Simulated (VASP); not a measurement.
Crystal: AlNi3.

```
Al Ni
1.0
     3.52305    0.00000    0.00000
     0.00000    3.52305    0.00000
     0.00000    0.00000    3.52305
Al Ni
1 3
Direct
  0.00000 0.00000 0.00000
  0.00000 0.50000 0.50000
  0.50000 0.00000 0.50000
  0.50000 0.50000 0.00000
```

* Program: VASP 6.6.1
* Task: relaxation of cell and atoms
* Functional: LDA
* Potentials or basis: VASP PAW LDA potentials, release 64 (Al, Ni)
* Cutoff: 600 eV
* k mesh: 7 × 7 × 7
* Occupations: gaussian, width 0.1 eV
* Spin: collinear spin, ferromagnetic start
* Starting moments: [0.0, 1.5, 1.5, 1.5] μB

At the start: pressure -7.3 GPa; volume 10.93 Å³/atom.

**Question.** Where does the relaxation end?

**Answer.** Over 3 steps the energy falls by 9.1 meV/atom and the volume is 10.55 Å³/atom (-3.5 %); space group Pm-3m (No. 221, to 0.05 Å); moment 0.47 μB per cell.

Step by step:
```
step  energy change (eV)  largest force (eV/Å)  pressure (GPa)  volume (Å³)
   1              0.0000                0.0000           -7.35        43.73
   2              0.0053                0.0000            9.03        40.63
   3             -0.0366                0.0000           -0.02        42.19
```

Final structure:
```
Al Ni
1.0
     3.48125    0.00000    0.00000
     0.00000    3.48125    0.00000
     0.00000    0.00000    3.48125
Al Ni
1 3
Direct
  0.00000 0.00000 0.00000
  0.00000 0.50000 0.50000
  0.50000 0.00000 0.50000
  0.50000 0.50000 0.00000
```
